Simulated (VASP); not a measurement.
# Li5Os3 (Im-3m) in VASP: a series of runs

The runs below take Li5Os3 through single point, relaxation of cell and atoms, with LDA.

Program: VASP 6.6.1. These are calculated values, not measurements. Logs are shortened: lines on timing, memory, paths and dates and some standing lists are left out, and cuts for length are marked.

**1. The cell of the first run**

The structure is cubic, space group Im-3m (No. 229). Conventional cell: a = 5.702 Å, b = 5.702 Å, c = 5.702 Å, α = 90.00°, β = 90.00°, γ = 90.00°. Li (site symmetry -3m) has 8 Li at 2.47 to 2.85 Å and 6 Os at 2.47 Å within 3.3 Å. Within 3.3 Å of Li (site symmetry m-3m) lie 8 Li at 2.47 Å and 6 Os at 2.85 Å. Os (site symmetry 4/mmm) has 10 Li at 2.47 to 2.85 Å and 4 Os at 2.85 Å within 3.3 Å.

**2. Single point, LDA**

Input file INCAR:

```
SYSTEM = Li5Os3
PREC = Accurate ; ENCUT = 750
EDIFF = 1E-6 ; ISMEAR = -1
SIGMA = 0.1 ; LREAL = .FALSE.
LASPH = .TRUE. ; NELM = 120
ALGO = Normal ; ISIF = 2
LWAVE = .FALSE. ; LCHARG = .FALSE.
NBANDS = 30 ; GGA_COMPAT = .FALSE.
```

Input file KPOINTS:

```
Automatic mesh
0
G
  6 6 6
  0 0 0
```

Input file POSCAR:

```
Li5Os3
1.0
   -2.8512195178      2.8512195178      2.8512195178
    2.8512195178     -2.8512195178      2.8512195178
    2.8512195178      2.8512195178     -2.8512195178
Li Os
5 3
Direct
    0.0000000000      0.0000000000      0.0000000000
    0.0000000000      0.5000000000      0.5000000000
    0.5000000000      0.0000000000      0.5000000000
    0.5000000000      0.5000000000      0.0000000000
    0.5000000000      0.5000000000      0.5000000000
    0.0000000000      0.0000000000      0.5000000000
    0.0000000000      0.5000000000      0.0000000000
    0.5000000000      0.0000000000      0.0000000000
```

Potentials or basis: VASP PAW LDA potentials, release 64 (Li_sv, Os).

Run with:

```
$ cat potpaw_LDA.64/Li_sv/POTCAR potpaw_LDA.64/Os/POTCAR > POTCAR
$ mpirun -np 1 vasp_std > vasp.out
```

OUTCAR:

```text
SYSTEM = Li5Os3
   PREC = Accurate
   ENCUT = 750
   EDIFF = 1E-6
   ISMEAR = -1
   LREAL = .FALSE.
   LASPH = .TRUE.
   NELM = 120
   ISIF = 2

 ion  position               nearest neighbor table
   1  0.000  0.000  0.000-   5 2.47   6 2.47   7 2.47   8 2.47   6 2.47   7 2.47   8 2.47   5 2.47

   2  0.000  0.500  0.500-   5 2.47   6 2.47   7 2.47   8 2.47   7 2.47   6 2.47   5 2.47   8 2.47

   3  0.500  0.000  0.500-   5 2.47   6 2.47   7 2.47   8 2.47   8 2.47   5 2.47   6 2.47   7 2.47

   4  0.500  0.500  0.000-   5 2.47   6 2.47   7 2.47   8 2.47   5 2.47   8 2.47   7 2.47   6 2.47

   5  0.500  0.500  0.500-   1 2.47   2 2.47   3 2.47   4 2.47   4 2.47   3 2.47   2 2.47   1 2.47
                             7 2.85   8 2.85   8 2.85   7 2.85   6 2.85   6 2.85
   6  0.000  0.000  0.500-   1 2.47   2 2.47   3 2.47   4 2.47   1 2.47   2 2.47   3 2.47   4 2.47
                             7 2.85   7 2.85   8 2.85   8 2.85   5 2.85   5 2.85
   7  0.000  0.500  0.000-   1 2.47   2 2.47   3 2.47   4 2.47   2 2.47   1 2.47   4 2.47   3 2.47
                             6 2.85   6 2.85   8 2.85   5 2.85   8 2.85   5 2.85
   8  0.500  0.000  0.000-   1 2.47   2 2.47   3 2.47   4 2.47   3 2.47   4 2.47   1 2.47   2 2.47
                             6 2.85   5 2.85   7 2.85   6 2.85   7 2.85   5 2.85

  LATTYP: Found a body centered cubic cell.
 ALAT       =     5.7024390356

  Lattice vectors:

 A1 = (  -2.8512195178,   2.8512195178,   2.8512195178)
 A2 = (   2.8512195178,  -2.8512195178,   2.8512195178)
 A3 = (   2.8512195178,   2.8512195178,  -2.8512195178)

Analysis of symmetry for initial positions (statically):
=====================================================================
 Subroutine PRICEL returns:
 Original cell was already a primitive cell.

 Routine SETGRP: Setting up the symmetry group for a
 body centered cubic supercell.

 Subroutine GETGRP returns: Found 48 space group operations
 (whereof 12 operations were pure point group operations)
 out of a pool of 48 trial point group operations.

The static configuration has the point symmetry D_3d.
 The point group associated with its full space group is O_h .

Analysis of symmetry for dynamics (positions and initial velocities):
=====================================================================
 Subroutine PRICEL returns:
 Original cell was already a primitive cell.

 Routine SETGRP: Setting up the symmetry group for a
 body centered cubic supercell.

 Subroutine GETGRP returns: Found 48 space group operations
 (whereof 12 operations were pure point group operations)
 out of a pool of 48 trial point group operations.

The dynamic configuration has the point symmetry D_3d.
 The point group associated with its full space group is O_h .

 Subroutine INISYM returns: Found 48 space group operations
 (whereof 12 operations are pure point group operations),
 and found     1 'primitive' translations

----------------------------------------------------------------------------------------

                                     Primitive cell

  volume of cell :      92.7154

  direct lattice vectors                    reciprocal lattice vectors
    -2.851219518  2.851219518  2.851219518     0.000000000  0.175363558  0.175363558
     2.851219518 -2.851219518  2.851219518     0.175363558  0.000000000  0.175363558
     2.851219518  2.851219518 -2.851219518     0.175363558  0.175363558  0.000000000

  length of vectors
     4.938457068  4.938457068  4.938457068     0.248001522  0.248001522  0.248001522

  position of ions in fractional coordinates (direct lattice)
     0.000000000  0.000000000  0.000000000
     0.000000000  0.500000000  0.500000000
     0.500000000  0.000000000  0.500000000
     0.500000000  0.500000000  0.000000000
     0.500000000  0.500000000  0.500000000
     0.000000000  0.000000000  0.500000000
     0.000000000  0.500000000  0.000000000
     0.500000000  0.000000000  0.000000000

  ion indices of the primitive-cell ions
   primitive index   ion index
                 1           1
                 2           2
                 3           3
                 4           4
                 5           5
                 6           6
                 7           7
                 8           8

----------------------------------------------------------------------------------------

 KPOINTS: Automatic mesh

Automatic generation of k-mesh.
 Grid dimensions read from file:
 generate k-points for:    6    6    6

 Generating k-lattice:

  Cartesian coordinates                     Fractional coordinates (reciprocal lattice)
     0.000000000  0.029227260  0.029227260     0.166666667  0.000000000  0.000000000
     0.029227260  0.000000000  0.029227260     0.000000000  0.166666667  0.000000000
     0.029227260  0.029227260  0.000000000     0.000000000  0.000000000  0.166666667

  Length of vectors
     0.041333587  0.041333587  0.041333587

  Shift w.r.t. Gamma in fractional coordinates (k-lattice)
     0.000000000  0.000000000  0.000000000

 Subroutine IBZKPT returns following result:
 ===========================================

 Found     16 irreducible k-points:

 Following reciprocal coordinates:
            Coordinates               Weight
  0.000000  0.000000  0.000000      1.000000
  0.166667  0.000000  0.000000     12.000000
  0.333333  0.000000  0.000000     12.000000
  0.500000  0.000000  0.000000      6.000000
  0.166667  0.166667  0.000000     24.000000
  0.333333  0.166667  0.000000     48.000000
[... 8 lines left out ...]
  0.500000  0.500000  0.333333     12.000000
  0.500000  0.500000  0.500000      1.000000
   k-points           NKPTS =     16   k-points in BZ     NKDIM =     16   number of bands    NBANDS=     30
   number of dos      NEDOS =    301   number of ions     NIONS =      8
   total plane-waves  NPLWV = 110592
   dimension x,y,z NGX =    48 NGY =   48 NGZ =   48
   dimension x,y,z NGXF=    96 NGYF=   96 NGZF=   96
   ions per type =               5   3
   NGX,Y,Z   is equivalent  to a cutoff of  16.16, 16.16, 16.16 a.u.
   NGXF,Y,Z  is equivalent  to a cutoff of  32.32, 32.32, 32.32 a.u.
 SYSTEM =  Li5Os3
   PREC   = accura    normal or accurate (medium, high low for compatibility)
   ISTART =      0    job   : 0-new  1-cont  2-samecut
   ICHARG =      2    charge: 1-file 2-atom 10-const
   ISPIN  =      1    spin polarized calculation?
   LNONCOLLINEAR =      F non collinear calculations
   LSORBIT =      F    spin-orbit coupling
   LASPH  =      T    aspherical Exc in radial PAW
   ENCUT  =  750.0 eV  55.12 Ry    7.42 a.u.  11.03 11.03 11.03*2*pi/ulx,y,z
   NELM   =    120;   NELMIN=  2; NELMDL= -5     # of ELM steps
   EDIFF  = 0.1E-05   stopping-criterion for ELM
   LREAL  =      F    real-space projection
   EDIFFG = 0.1E-04   stopping-criterion for IOM
   NSW    =      0    number of steps for IOM
   IBRION =     -1    ionic relax: 0-MD 1-quasi-New 2-CG
   NFREE  =      0    steps in history (QN), initial steepest desc. (CG)
   ISIF   =      2    stress and relaxation
   ISYM   =      2    0-nonsym 1-usesym 2-fastsym
   POTIM  = 0.5000    time-step for ionic-motion
   TEBEG  =    0.0;   TEEND  =   0.0 temperature during run
   PSTRESS=    0.0 pullay stress
   NELECT =      39.0000    total number of electrons
   NUPDOWN=      -1.0000    fix difference up-down
   EMIN   =  10.00;   EMAX   =-10.00  energy-range for DOS
   EFERMI =   0.00;   METHOD = LEGACY
   ISMEAR =    -1;   SIGMA  =   0.10  broadening in eV -4-tet -1-fermi 0-gaus
   EFERMI_NEDOS =   21; number of points for ismear=-14 and -15
   IALGO  =     38    algorithm
   IMIX   =      4    mixing-type and parameters
     AMIX     =   0.40;   BMIX     =  1.00
     AMIX_MAG =   1.60;   BMIX_MAG =  1.00
  volume/ion in A,a.u.               =      11.59        78.21
  Fermi-wavevector in a.u.,A,eV,Ry     =   1.226627  2.317988 20.471500  1.504613
  Thomas-Fermi vector in A             =   2.361620
   LORBIT       =      0    0 simple, 1 ext, 2 COOP (PROOUT), +10 PAW based schemes
   GGA     = CA    functional components
   LHFCALC =     F    Hartree Fock is set to
   AEXX    =    0.0000 exact exchange contribution
   IVDW    =     0    specifies the selected vdW correction
   LEPSILON=     F    determine dielectric tensor
   LRPA    =     F    only Hartree local field effects (RPA)
 non-spin polarized calculation
  energy-cutoff  :      750.00
  volume of cell :       92.72
 maximum number of plane-waves:      4388
 NGX is ok and might be reduce to    48
   NGX = 23   NGY = 23   NGZ = 23

 number of electron      38.9999989 magnetization

 Free energy of the ion-electron system (eV)
  ---------------------------------------------------
  ext. energy  EPLUGINS =         0.00000000
  ---------------------------------------------------
  free energy    TOTEN  =       -43.22985254 eV

  energy without entropy =      -42.97263280  energy(sigma->0) =      -43.10124267

 E-fermi :   4.9673     XC(G=0): -11.5468

 val. band max:        4.9539225677   @ k =   0.3333   0.0000   0.0000
 cond. band min:       4.9710932986   @ k =   0.3333   0.1667   0.0000
 fundamental gap:      0.0171707308
 Fermi energy:         4.9673009238

 k-point     1 :       0.0000    0.0000    0.0000
  band No.  band energies     occupation
      1     -39.4522      2.00000
      2     -38.3592      2.00000
      3     -38.3239      2.00000
      4     -38.3239      2.00000
      5     -38.3239      2.00000
      6      -1.6514      2.00000
[... 22 lines left out ...]
     29      11.3619      0.00000
     30      13.7692      0.00000

 k-point     2 :       0.1667    0.0000    0.0000
  band No.  band energies     occupation
      1     -39.4517      2.00000
      2     -38.3563      2.00000
      3     -38.3257      2.00000
      4     -38.3237      2.00000
      5     -38.3234      2.00000
      6      -1.4282      2.00000
[... 454 lines left out ...]
 k-point    16 :       0.5000    0.5000    0.5000
  band No.  band energies     occupation
      1     -39.4485      2.00000
      2     -38.3369      2.00000
      3     -38.3369      2.00000
      4     -38.3369      2.00000
      5     -38.3047      2.00000
      6      -0.5854      2.00000
[... 22 lines left out ...]
     29      11.4439      0.00000
     30      15.6354      0.00000

------------------------ aborting loop because EDIFF is reached ----------------------------------------

  FORCE on cell =-STRESS in cart. coord.  units (eV):
  Direction    XX          YY          ZZ          XY          YZ          ZX
  --------------------------------------------------------------------------------------
  -------------------------------------------------------------------------------------
  Total        0.0571217      0.0571217      0.0571217      0.0000000     -0.0000000      0.0000000
  in kB        0.9870975      0.9870975      0.9870975      0.0000000     -0.0000000      0.0000000
  external PRESSURE =       0.9870975 kB  Pullay stress =       0.0000000 kB

 VOLUME and BASIS-vectors are now :
 -----------------------------------------------------------------------------
  energy-cutoff  :      750.00
  volume of cell :       92.72
      direct lattice vectors                 reciprocal lattice vectors
    -2.851219518  2.851219518  2.851219518     0.000000000  0.175363558  0.175363558
     2.851219518 -2.851219518  2.851219518     0.175363558  0.000000000  0.175363558
     2.851219518  2.851219518 -2.851219518     0.175363558  0.175363558  0.000000000

 POSITION                                       TOTAL-FORCE (eV/Angst)
 -----------------------------------------------------------------------------------
      0.00000      0.00000      0.00000        -0.000000     -0.000000      0.000000
      2.85122      0.00000      0.00000         0.000000     -0.000000      0.000000
      0.00000      2.85122      0.00000        -0.000000     -0.000000      0.000000
      0.00000      0.00000      2.85122         0.000000     -0.000000      0.000000
      1.42561      1.42561      1.42561        -0.000000     -0.000000      0.000000
      1.42561      1.42561     -1.42561        -0.000000      0.000000      0.000000
      1.42561     -1.42561      1.42561         0.000000      0.000000     -0.000000
     -1.42561      1.42561      1.42561        -0.000000      0.000000     -0.000000
 -----------------------------------------------------------------------------------
    total drift:                                0.000000      0.000000     -0.000000

  FREE ENERGIE OF THE ION-ELECTRON SYSTEM (eV)
  ---------------------------------------------------
  free  energy   TOTEN  =       -43.2298525436 eV

  energy  without entropy=      -42.9726327962  energy(sigma->0) =      -43.10124267
```

Run time: 47 s. Hardware: 1 thread of AMD EPYC 9R45 (Zen 5), shared host; peak memory 0.25 GiB.

What came out:

| Property | Result |
| --- | --- |
| Free energy | -43.2299 eV |
| Pressure | 0.1 GPa |
| Band gap on the k mesh | zero (an odd number of electrons rules out a gap without spin polarisation) |

Levels at points of the mesh, in eV from the Fermi level:
| k point | band 15 | band 16 | band 17 | band 18 | band 19 | band 20 | band 21 | band 22 | band 23 | band 24 |
| --- | --- | --- | --- | --- | --- | --- | --- | --- | --- | --- |
| (0.00, 0.00, 0.00) | -0.24 | -0.24 | -0.24 | 0.72 | 0.72 | 0.72 | 0.73 | 0.73 | 0.73 | 1.08 |
| (0.50, 0.00, 0.00) | -1.85 | -1.57 | -1.45 | -1.15 | -0.94 | -0.25 | 0.06 | 0.45 | 2.39 | 2.79 |
| (0.50, 0.50, 0.50) | -0.90 | -0.56 | -0.56 | -0.28 | -0.28 | -0.28 | 0.60 | 0.60 | 0.60 | 3.50 |

Caveat: spin-orbit coupling is left out, which moves the levels of the heavy elements.

**3. Relaxation of cell and atoms, LDA**

This run uses another cell than the first one, of 18.53 Å³/atom.

Input file INCAR:

```
SYSTEM = Li5Os3
PREC = Accurate
ENCUT = 750
EDIFF = 1E-7
ISMEAR = -1
SIGMA = 0.1
LREAL = .FALSE.
LASPH = .TRUE.
NELM = 120
ALGO = Normal
ISIF = 3
LWAVE = .FALSE.
LCHARG = .FALSE.
IBRION = 2
NSW = 80
EDIFFG = -0.02
GGA_COMPAT = .FALSE.
NELMIN = 4
```

KPOINTS is that of step 2.

Changes to POSCAR since step 2:

```diff
@@ -2,5 +2,5 @@
 1.0
-   -2.8512195178      2.8512195178      2.8512195178
-    2.8512195178     -2.8512195178      2.8512195178
-    2.8512195178      2.8512195178     -2.8512195178
+   -3.3337500000      3.3337500000      3.3337500000
+    3.3337500000     -3.3337500000      3.3337500000
+    3.3337500000      3.3337500000     -3.3337500000
 Li Os
```

Potentials or basis: VASP PAW LDA potentials, release 64 (Li_sv, Os).

Run with:

```
$ cat potpaw_LDA.64/Li_sv/POTCAR potpaw_LDA.64/Os/POTCAR > POTCAR
$ mpirun -np 1 vasp_std > vasp.out
```

Run time: 4.1 min. Hardware: 1 thread of AMD EPYC 9R45 (Zen 5), shared host; peak memory 0.33 GiB.

Results (log left out):

- Free energy: -43.2438 eV
- Relaxed volume: 11.58 Å³/atom
- Relaxed cell: a = 4.937 Å, b = 4.937 Å, c = 4.937 Å, α = 109.47°, β = 109.47°, γ = 109.47°
- Space group after relaxing (to 0.1 Å): Im-3m (No. 229)
- Energy gained by relaxing: 659.4 meV/atom
- Ionic steps: 4
- Pressure after relaxing: 0.3 GPa
- Band gap on the k mesh: zero (an odd number of electrons rules out a gap without spin polarisation)

Step by step:
| step | energy change (eV) | largest force (eV/Å) | pressure (GPa) | volume (Å³) |
| --- | --- | --- | --- | --- |
| 1 | 0.0000 | 0.0000 | -19.69 | 148.20 |
| 2 | -4.8208 | 0.0000 | -11.17 | 104.54 |
| 3 | -5.2714 | 0.0000 | -1.32 | 93.86 |
| 4 | -5.2754 | 0.0000 | 0.26 | 92.64 |

Final structure:
```
Li Os
1.0
    -2.85042    2.85042    2.85042
     2.85042   -2.85042    2.85042
     2.85042    2.85042   -2.85042
Li Os
5 3
Cartesian
  2.8504 2.8504 2.8504
  2.8504 0.0000 0.0000
  2.8504 0.0000 2.8504
  2.8504 2.8504 0.0000
  1.4252 1.4252 1.4252
  1.4252 1.4252 4.2756
  4.2756 1.4252 -1.4252
  4.2756 1.4252 1.4252
```

Levels at points of the mesh, in eV from the Fermi level:
```tsv
k point	band 15	band 16	band 17	band 18	band 19	band 20	band 21	band 22	band 23	band 24
(0.00, 0.00, 0.00)	-0.24	-0.24	-0.24	0.72	0.72	0.72	0.73	0.73	0.73	1.08
(0.50, 0.00, 0.00)	-1.85	-1.57	-1.45	-1.15	-0.94	-0.25	0.06	0.45	2.39	2.79
(0.50, 0.50, 0.50)	-0.90	-0.56	-0.56	-0.28	-0.28	-0.28	0.60	0.60	0.60	3.50
```

Caveat: the volume moved by over 15 % at a fixed basis, so the end points are rough; spin-orbit coupling is left out, which moves the levels of the heavy elements.
